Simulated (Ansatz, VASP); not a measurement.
# HfC: VASP beside Ansatz

The input POSCAR:

```
HfC
1.0
    3.3868561774      0.0000000000      0.0000000000
   -1.6934280887      2.9331034886      0.0000000000
    0.0000000000      0.0000000000      5.2711786145
Hf C
2 2
Direct
    0.3333333333      0.6666666667      0.2500000000
    0.6666666667      0.3333333333      0.7500000000
    0.0000000000      0.0000000000      0.5000000000
    0.0000000000      0.0000000000      0.0000000000
```

Contents of INCAR.step1:

```
SYSTEM = HfC
PREC = Accurate
ENCUT = 520
ISMEAR = -1
SIGMA = 0.05
LREAL = .False.
LASPH = .True.
NELM = 60
NBANDS = 22
GGA = PE
ALGO = Normal
EDIFF = 1E-4
LWAVE = .True.
LCHARG = .False.
```

File INCAR.step2:

```
SYSTEM = HfC
PREC = Accurate
ENCUT = 520
EDIFF = 1E-6
ISMEAR = -1
SIGMA = 0.05
LREAL = .False.
LASPH = .True.
NELM = 60
ALGO = Normal
ISIF = 2
LWAVE = .False.
LCHARG = .True.
METAGGA = R2SCAN
LMIXTAU = .True.
LELF = .True.
LVHAR = .True.
NBANDS = 22
ISTART = 1
```

File KPOINTS:

```
Automatic mesh
0
Gamma
  9 9 5
  0 0 0
```

File input.yaml:

```yaml
crystal:
  lattice:
    - [3.3868561774, 0.0, 0.0]
    - [-1.6934280887, 2.9331034886, 0.0]
    - [0.0, 0.0, 5.2711786145]
  atoms:
    - { symbol: Hf, position: [0.3333333333, 0.6666666667, 0.25] }
    - { symbol: Hf, position: [0.6666666667, 0.3333333333, 0.75] }
    - { symbol: C, position: [0.0, 0.0, 0.5] }
    - { symbol: C, position: [0.0, 0.0, 0.0] }
hamiltonian:
  xc: r2scan
  pseudopotentials: { kind: paw }
kpoints:
  mp_grid: { grid: [9, 9, 5] }
scf:
  occupations: { method: fermi_dirac, width: 0.05 }
output:
  forces: true
  stress: true
  eigenvalues: true
  write_density: true
  write_potential: true
  elf: true
  volumetric_format: npy
```

Alike in both runs: task single point; functional r2SCAN; k mesh 9 × 9 × 5; occupations fermi-dirac, width 0.05 eV; no spin polarisation.

|  | VASP | Ansatz |
| --- | --- | --- |
| version | VASP 6.6.1 | Ansatz 0.2.0 |
| potentials or method | VASP PAW PBE potentials, release 64 (Hf_pv, C) | Ansatz PAW |
| plane-wave cutoff (eV) | 520 | 500 |
| valence electrons in the cell | 28 | 60 |

VASP gave:

- gap on the k mesh at the Fermi level (eV): none
- pressure (GPa): -12.3
- traceless stress, the component that is largest in VASP (GPa): 4.23

Question: Estimate Ansatz's values.

Answer: gap on the k mesh at the Fermi level (eV): none; pressure (GPa): -11.1; traceless stress, the component that is largest in VASP (GPa): 4.16.

VASP's potentials were made for PBE, not for r2SCAN. A gap of «none» marks a metal or a gap that the smearing closes. VASP's potentials hold 28 valence electrons a cell and Ansatz's 60, so a difference there can come from the potentials and not from the codes.

Spin-orbit coupling is off throughout.
